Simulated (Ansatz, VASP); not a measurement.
## One calculation of Re, two programs

The input INCAR:

```
ALGO     = Normal         # electronic algorithm
EDIFF    = 1E-6           # SCF threshold, eV
ENCUT    = 560            # plane-wave cutoff, eV
GGA      = PE             # functional
GGA_COMPAT= False        
ISIF     = 2              # what is computed and relaxed
ISMEAR   = 0              # smearing method
LASPH    = True           # aspherical terms in the spheres
LCHARG   = True           # write CHGCAR
LELF     = True           # ELF
LREAL    = False          # projectors in reciprocal space
LVHAR    = True         
LWAVE    = False          # write WAVECAR
NBANDS   = 14             # bands
NELM     = 120            # most SCF steps
PREC     = Accurate       # precision mode
SIGMA    = 0.15           # smearing width, eV
```

KPOINTS

```
k-points
0
Gamma
  10 10 10
```

POSCAR

```
Re
1.0
    0.0000000000      2.1667665997      1.6749105816
    2.1667665997      0.0000000000      1.6749105816
    2.1667665997      2.1667665997      0.0000000000
Re
1
Direct
    0.0000000000      0.0000000000      0.0000000000
```

Input for Ansatz:

```yaml
crystal:
  lattice:
    - [0.0, 2.1667665997, 1.6749105816]
    - [2.1667665997, 0.0, 1.6749105816]
    - [2.1667665997, 2.1667665997, 0.0]
  atoms:
    - { symbol: Re, position: [0.0, 0.0, 0.0] }
basis:
  ecutwfc: 420
kpoints:
  mp_grid: { grid: [10, 10, 10] }
hamiltonian:
  xc: pbe
scf:
  occupations: { method: gaussian, width: 0.15 }
output:
  forces: true
  stress: true
  eigenvalues: true
```

Alike in both runs: task single point; functional PBE; k mesh 10 × 10 × 10; occupations gaussian, width 0.15 eV; no spin polarisation.

```csv
,VASP,Ansatz
version,VASP 6.6.1,Ansatz 0.2.0
potentials or method,"VASP PAW PBE potentials, release 64 (Re_sv_GW), cutoff 560 eV","scalar-relativistic, plane waves, PAW"
valence electrons in the cell,15,15
```

```tsv
	VASP	Ansatz	Ansatz less VASP
gap on the k mesh at the Fermi level (eV)	none	none	-
pressure (GPa)	-14.3	-12.9	+1.43
traceless stress, the component that is largest in VASP (GPa)	2.12	2.12	+0.001
```

A gap of «none» marks a metal or a gap that the smearing closes.

Neither program's run includes spin-orbit coupling.
